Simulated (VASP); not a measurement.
Input of a VASP 6.6.1 run:

The input INCAR:

```
PREC = Accurate
ENCUT = 520
EDIFF = 1E-6
ISMEAR = 0
SIGMA = 0.02
LREAL = F
LASPH = T
NELM = 100
ALGO = Normal
ISIF = 2
LWAVE = F
LCHARG = F
GGA = PE
NBANDS = 26
```

KPOINTS

```
Automatic mesh
0
Gamma
  4 8 6
```

The input POSCAR:

```
AlN
1.0
    5.7786311536      0.0000000000      0.0000000000
    0.0000000000      3.2035904407      0.0000000000
    0.0000000000      0.0000000000      5.2280619173
Al N
4 4
Direct
    0.8360952339      0.7500000000      0.4052035727
    0.6639047661      0.2500000000      0.9052035727
    0.3360952339      0.7500000000      0.0947964273
    0.1639047661      0.2500000000      0.5947964273
    0.8226223262      0.2500000000      0.5990826034
    0.6773776738      0.7500000000      0.0990826034
    0.3226223262      0.2500000000      0.9009173966
    0.1773776738      0.7500000000      0.4009173966
```

Potentials or basis: VASP PAW PBE potentials, release 64 (Al, N).

The run is started by

```sh
$ cat potpaw_PBE.64/Al/POTCAR potpaw_PBE.64/N/POTCAR > POTCAR
$ mpirun -np 1 vasp_std > vasp.out
```

Task: Estimate the band gap on the k mesh.

Result: 3.47 eV, direct.

Task: Predict the largest force.

Result: 0.004 eV/Å.

Task: What does it give for the pressure?

Result: -0.2 GPa.

Stress tensor (GPa, compression positive):
```
-0.17  0.00  0.00
 0.00 -0.24  0.00
 0.00  0.00 -0.31
```

A k mesh can miss the band edges. Expect the measured gap to be larger: semilocal functionals such as PBE lack the derivative discontinuity.
